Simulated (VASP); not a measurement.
A run of VASP 6.6.1 is set up as follows.

Contents of INCAR:

```
ALGO = Normal
EDIFF = 1E-6
ENCUT = 520
GGA = RP
ISIF = 2
ISMEAR = -1
LASPH = True
LCHARG = False
LREAL = False
LWAVE = False
NBANDS = 26
NELM = 80
PREC = Accurate
SIGMA = 0.1
```

Contents of KPOINTS:

```
k-points
0
Gamma
  7 7 7
```

Contents of POSCAR:

```
C
1.0
    3.9023929316      0.0000000000      0.0000000000
    0.0000000000      3.9023929316      0.0000000000
    0.0000000000      0.0000000000      3.9023929316
C
8
Direct
    0.0000000000      0.0000000000      0.0000000000
    0.5000000000      0.5000000000      0.5000000000
    0.2500000000      0.0000000000      0.5000000000
    0.7500000000      0.0000000000      0.5000000000
    0.5000000000      0.2500000000      0.0000000000
    0.5000000000      0.7500000000      1.0000000000
    1.0000000000      0.5000000000      0.2500000000
    0.0000000000      0.5000000000      0.7500000000
```

Potentials or basis: VASP PAW PBE potentials, release 64 (C).

Command:

```console
$ cat potpaw_PBE.64/C/POTCAR > POTCAR
$ mpirun -np 1 vasp_std > vasp.out
```

Question: Predict the band gap on the k mesh.

Answer: Zero (band 16 reaches 8.42 eV, above the bottom of band 17 at 6.08 eV).

Question: What does it give for the pressure?

Answer: 0.0 GPa.

Caveat: the PAW data sets were made with another functional, which shifts forces and pressure a little.
